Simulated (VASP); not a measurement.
# SnS (Pnma) in VASP: electric field gradients with PBE

Aim: the electric field gradients of SnS with PBE.

Everything below comes from runs of VASP 6.6.1. Logs are shortened: lines on timing, memory, paths and dates and some standing lists are left out, and cuts for length are marked.

### Step 1. The cell of the first run

It takes space group Pnma (No. 62, orthorhombic). Conventional cell: a = 11.392 Å, b = 3.957 Å, c = 4.533 Å, α = 90.00°, β = 90.00°, γ = 90.00°. Within 3.7 Å of Sn (site symmetry m) lie 6 S at 2.63 to 3.52 Å and 2 Sn at 3.60 Å. S (site symmetry m) has 6 Sn at 2.63 to 3.52 Å and 4 S at 3.74 Å within 3.8 Å.

### Step 2. Electric field gradients, PBE

Contents of INCAR:

```
PREC = Accurate
ENCUT = 400
EDIFF = 1E-8
ISMEAR = -1
SIGMA = 0.01
LREAL = F
LASPH = T
NELM = 120
ALGO = Normal
ISIF = 2
LWAVE = F
LCHARG = F
GGA = PE
LEFG = T
NBANDS = 50
GGA_COMPAT = F
```

Contents of KPOINTS:

```
Automatic mesh
0
Gamma
  3 8 7
```

Contents of POSCAR:

```
SnS
1.0
   11.3920185100      0.0000000000      0.0000000000
    0.0000000000      3.9568552100      0.0000000000
    0.0000000000      0.0000000000      4.5328106900
Sn S
4 4
Direct
    0.6216327500      0.2500000000      0.3695398400
    0.3783672500      0.7500000000      0.6304601600
    0.8783672500      0.7500000000      0.8695398400
    0.1216327500      0.2500000000      0.1304601600
    0.3474974600      0.2500000000      0.0105968000
    0.6525025400      0.7500000000      0.9894032000
    0.1525025400      0.7500000000      0.5105968000
    0.8474974600      0.2500000000      0.4894032000
```

Potentials or basis: VASP PAW PBE potentials, release 64 (Sn_d, S).

Launch:

```
cat potpaw_PBE.64/Sn_d/POTCAR potpaw_PBE.64/S/POTCAR > POTCAR
mpirun -np 1 vasp_std > vasp.out
```

OUTCAR:

```text
PREC = Accurate
   ENCUT = 400
   EDIFF = 1E-8
   ISMEAR = -1
   LREAL = F
   LASPH = T
   NELM = 120
   ISIF = 2
   GGA = PE

 ion  position               nearest neighbor table
   1  0.622  0.250  0.370-   8 2.63   6 2.65   6 2.65   2 3.60   2 3.60
   2  0.378  0.750  0.630-   7 2.63   5 2.65   5 2.65   1 3.60   1 3.60
   3  0.878  0.750  0.870-   6 2.63   8 2.65   8 2.65   4 3.60   4 3.60
   4  0.122  0.250  0.130-   5 2.63   7 2.65   7 2.65   3 3.60   3 3.60
   5  0.347  0.250  0.011-   4 2.63   2 2.65   2 2.65
   6  0.653  0.750  0.989-   3 2.63   1 2.65   1 2.65
   7  0.153  0.750  0.511-   2 2.63   4 2.65   4 2.65
   8  0.847  0.250  0.489-   1 2.63   3 2.65   3 2.65

  LATTYP: Found a simple orthorhombic cell.
 ALAT       =     3.9568552100
 B/A-ratio  =     1.1455588970
 C/A-ratio  =     2.8790587235

  Lattice vectors:

 A1 = (   0.0000000000,   3.9568552100,   0.0000000000)
 A2 = (   0.0000000000,   0.0000000000,   4.5328106900)
 A3 = (  11.3920185100,   0.0000000000,   0.0000000000)

Analysis of symmetry for initial positions (statically):
=====================================================================
 Subroutine PRICEL returns:
 Original cell was already a primitive cell.

 Routine SETGRP: Setting up the symmetry group for a
 simple orthorhombic supercell.

 Subroutine GETGRP returns: Found  8 space group operations
 (whereof  2 operations were pure point group operations)
 out of a pool of  8 trial point group operations.

The static configuration has the point symmetry S_2 .
 The point group associated with its full space group is D_2h.

Analysis of symmetry for dynamics (positions and initial velocities):
=====================================================================
 Subroutine PRICEL returns:
 Original cell was already a primitive cell.

 Routine SETGRP: Setting up the symmetry group for a
 simple orthorhombic supercell.

 Subroutine GETGRP returns: Found  8 space group operations
 (whereof  2 operations were pure point group operations)
 out of a pool of  8 trial point group operations.

The dynamic configuration has the point symmetry S_2 .
 The point group associated with its full space group is D_2h.

 Subroutine INISYM returns: Found  8 space group operations
 (whereof  2 operations are pure point group operations),
 and found     1 'primitive' translations

----------------------------------------------------------------------------------------

                                     Primitive cell

  volume of cell :     204.3235

  direct lattice vectors                    reciprocal lattice vectors
    11.392018510  0.000000000  0.000000000     0.087780756  0.000000000  0.000000000
     0.000000000  3.956855210  0.000000000     0.000000000  0.252725952  0.000000000
     0.000000000  0.000000000  4.532810690     0.000000000  0.000000000  0.220613670

  length of vectors
    11.392018510  3.956855210  4.532810690     0.087780756  0.252725952  0.220613670

  position of ions in fractional coordinates (direct lattice)
     0.621632750  0.250000000  0.369539840
     0.378367250  0.750000000  0.630460160
     0.878367250  0.750000000  0.869539840
     0.121632750  0.250000000  0.130460160
     0.347497460  0.250000000  0.010596800
     0.652502540  0.750000000  0.989403200
     0.152502540  0.750000000  0.510596800
     0.847497460  0.250000000  0.489403200

  ion indices of the primitive-cell ions
   primitive index   ion index
                 1           1
                 2           2
                 3           3
                 4           4
                 5           5
                 6           6
                 7           7
                 8           8

----------------------------------------------------------------------------------------
[... 68 lines left out ...]
   ENCUT  =  400.0 eV  29.40 Ry    5.42 a.u.  18.58  6.45  7.39*2*pi/ulx,y,z
   NELM   =    120;   NELMIN=  2; NELMDL= -5     # of ELM steps
   EDIFF  = 0.1E-07   stopping-criterion for ELM
   LREAL  =      F    real-space projection
   EDIFFG = 0.1E-06   stopping-criterion for IOM
   NSW    =      0    number of steps for IOM
   IBRION =     -1    ionic relax: 0-MD 1-quasi-New 2-CG
   NFREE  =      0    steps in history (QN), initial steepest desc. (CG)
   ISIF   =      2    stress and relaxation
   ISYM   =      2    0-nonsym 1-usesym 2-fastsym
   POTIM  = 0.5000    time-step for ionic-motion
   TEBEG  =    0.0;   TEEND  =   0.0 temperature during run
   PSTRESS=    0.0 pullay stress
   NELECT =      80.0000    total number of electrons
   NUPDOWN=      -1.0000    fix difference up-down
   EMIN   =  10.00;   EMAX   =-10.00  energy-range for DOS
   EFERMI =   0.00;   METHOD = LEGACY
   ISMEAR =    -1;   SIGMA  =   0.01  broadening in eV -4-tet -1-fermi 0-gaus
   EFERMI_NEDOS =   21; number of points for ismear=-14 and -15
   IALGO  =     38    algorithm
   IMIX   =      4    mixing-type and parameters
     AMIX     =   0.40;   BMIX     =  1.00
     AMIX_MAG =   1.60;   BMIX_MAG =  1.00
  volume/ion in A,a.u.               =      25.54       172.36
  Fermi-wavevector in a.u.,A,eV,Ry     =   1.197656  2.263241 19.515916  1.434379
  Thomas-Fermi vector in A             =   2.333565
   LORBIT       =      0    0 simple, 1 ext, 2 COOP (PROOUT), +10 PAW based schemes
   GGA     = PE    functional components
   LHFCALC =     F    Hartree Fock is set to
   AEXX    =    0.0000 exact exchange contribution
   IVDW    =     0    specifies the selected vdW correction
   LEPSILON=     F    determine dielectric tensor
   LRPA    =     F    only Hartree local field effects (RPA)
 non-spin polarized calculation
  energy-cutoff  :      400.00
  volume of cell :      204.32
 maximum number of plane-waves:      3746
 NGX is ok and might be reduce to    80
   NGX = 37   NGY = 13   NGZ = 15

 number of electron      80.0000007 magnetization

 Free energy of the ion-electron system (eV)
  ---------------------------------------------------
  ext. energy  EPLUGINS =         0.00000000
  ---------------------------------------------------
  free energy    TOTEN  =       -35.42859569 eV

  energy without entropy =      -35.42859569  energy(sigma->0) =      -35.42859569

 E-fermi :   5.7526     XC(G=0):  -9.5592

 val. band max:        5.4848339111   @ k =   0.0000   0.0000   0.4286
 cond. band min:       6.5105279944   @ k =   0.0000   0.3750   0.0000
 fundamental gap:      1.0256940833
 Fermi energy:         5.7525851175

 k-point     1 :       0.0000    0.0000    0.0000
  band No.  band energies     occupation
      1     -15.6547      2.00000
      2     -15.6431      2.00000
      3     -15.6346      2.00000
      4     -15.6282      2.00000
      5     -15.6240      2.00000
      6     -15.6205      2.00000
[... 1261 lines left out ...]
     49       9.9360      0.00000
     50      10.1359      0.00000

 [... further k-points ...]
[... 5 lines left out ...]
  --------------------------------------------------------------------------------------
  -------------------------------------------------------------------------------------
  Total        1.5478117      1.8169410      1.1674760      0.0000000      0.0000000      0.0000000
  in kB       12.1369705     14.2473137      9.1546158      0.0000000      0.0000000      0.0000000
  external PRESSURE =      11.8463000 kB  Pullay stress =       0.0000000 kB

 VOLUME and BASIS-vectors are now :
 -----------------------------------------------------------------------------
  energy-cutoff  :      400.00
  volume of cell :      204.32
      direct lattice vectors                 reciprocal lattice vectors
    11.392018510  0.000000000  0.000000000     0.087780756  0.000000000  0.000000000
     0.000000000  3.956855210  0.000000000     0.000000000  0.252725952  0.000000000
     0.000000000  0.000000000  4.532810690     0.000000000  0.000000000  0.220613670

 POSITION                                       TOTAL-FORCE (eV/Angst)
 -----------------------------------------------------------------------------------
      7.08165      0.98921      1.67505        -0.162316     -0.000000      0.122025
      4.31037      2.96764      2.85776         0.162316     -0.000000     -0.122025
     10.00638      2.96764      3.94146         0.162316     -0.000000      0.122025
      1.38564      0.98921      0.59135        -0.162316     -0.000000     -0.122025
      3.95870      0.98921      0.04803         0.129114     -0.000000      0.144758
      7.43332      2.96764      4.48478        -0.129114      0.000000     -0.144758
      1.73731      2.96764      2.31444        -0.129114     -0.000000      0.144758
      9.65471      0.98921      2.21837         0.129114      0.000000     -0.144758
 -----------------------------------------------------------------------------------
    total drift:                               -0.000000      0.000000     -0.000000

  FREE ENERGIE OF THE ION-ELECTRON SYSTEM (eV)
  ---------------------------------------------------
  free  energy   TOTEN  =       -35.4285956925 eV

  energy  without entropy=      -35.4285956925  energy(sigma->0) =      -35.42859569

 Electric field gradients (V/A^2)
---------------------------------------------------------------------
 ion       V_xx      V_yy      V_zz      V_xy      V_xz      V_yz
---------------------------------------------------------------------
   1     -58.625    38.904    19.722     0.000    89.458    -0.000
   2     -58.625    38.904    19.722     0.000    89.458    -0.000
   3     -58.625    38.904    19.722     0.000   -89.458    -0.000
   4     -58.625    38.904    19.722    -0.000   -89.458     0.000
   5     -12.895    19.434    -6.539     0.000   -31.265    -0.000
   6     -12.895    19.434    -6.539    -0.000   -31.265     0.000
   7     -12.895    19.434    -6.539     0.000    31.265     0.000
   8     -12.895    19.434    -6.539     0.000    31.265     0.000
---------------------------------------------------------------------

 Electric field gradients after diagonalization (V/A^2)
 (convention: |V_zz| > |V_xx| > |V_yy|)
----------------------------------------------------------------------
 ion       V_xx      V_yy      V_zz     asymmetry (V_yy - V_xx)/ V_zz
----------------------------------------------------------------------
   1      78.207    38.904  -117.111       0.336
   2      78.207    38.904  -117.111       0.336
   3      78.207    38.904  -117.111       0.336
   4      78.207    38.904  -117.111       0.336
   5      21.709    19.434   -41.143       0.055
   6      21.709    19.434   -41.143       0.055
   7      21.709    19.434   -41.143       0.055
   8      21.709    19.434   -41.143       0.055
----------------------------------------------------------------------

           NMR quadrupolar parameters

 Cq : quadrupolar parameter    Cq=e*Q*V_zz/h
 eta: asymmetry parameters     (V_yy - V_xx)/ V_zz
 Q  : nuclear electric quadrupole moment in mb (millibarn)
----------------------------------------------------------------------
 ion       Cq(MHz)       eta       Q (mb)
----------------------------------------------------------------------
   1      -0.283       0.336       1.000
   2      -0.283       0.336       1.000
   3      -0.283       0.336       1.000
   4      -0.283       0.336       1.000
   5      -0.099       0.055       1.000
   6      -0.099       0.055       1.000
   7      -0.099       0.055       1.000
   8      -0.099       0.055       1.000
----------------------------------------------------------------------
```

It took 4.6 min on 1 thread of AMD EPYC 7R13 (Zen 3), shared host; peak memory 0.34 GiB.

Results:

```
Free energy                             : -35.4286 eV
Pressure                                : 1.2 GPa
Largest force                           : 0.203 eV/Å
Band gap on the k mesh                  : 1.03 eV (least direct gap 1.46 eV)
Largest electric field gradient by atom : Sn -117.1; S -41.1 V/Å²
```

Forces in eV/Å, atoms in the order of the input:
```
Sn  -0.162  0.000  0.122
Sn   0.162  0.000 -0.122
Sn   0.162  0.000  0.122
Sn  -0.162  0.000 -0.122
S    0.129  0.000  0.145
S   -0.129  0.000 -0.145
S   -0.129  0.000  0.145
S    0.129  0.000 -0.145
```

Stress tensor (GPa, compression positive):
```
1.21 0.00 0.00
0.00 1.42 0.00
0.00 0.00 0.92
```

Electric field gradients, principal values (V/Å²):
| atom | least | middle | greatest (by size) |
| --- | --- | --- | --- |
| 1 Sn | 38.904 | 78.207 | -117.111 |
| 2 Sn | 38.904 | 78.207 | -117.111 |
| 3 Sn | 38.904 | 78.207 | -117.111 |
| 4 Sn | 38.904 | 78.207 | -117.111 |
| 5 S | 19.434 | 21.709 | -41.143 |
| 6 S | 19.434 | 21.709 | -41.143 |
| 7 S | 19.434 | 21.709 | -41.143 |
| 8 S | 19.434 | 21.709 | -41.143 |

Caveat: without QUAD_EFG the Cq values of the log hold for a quadrupole moment of 1 mb, not for the nuclei; spin-orbit coupling is left out, which moves the levels of the heavy elements. A k mesh can miss the band edges.
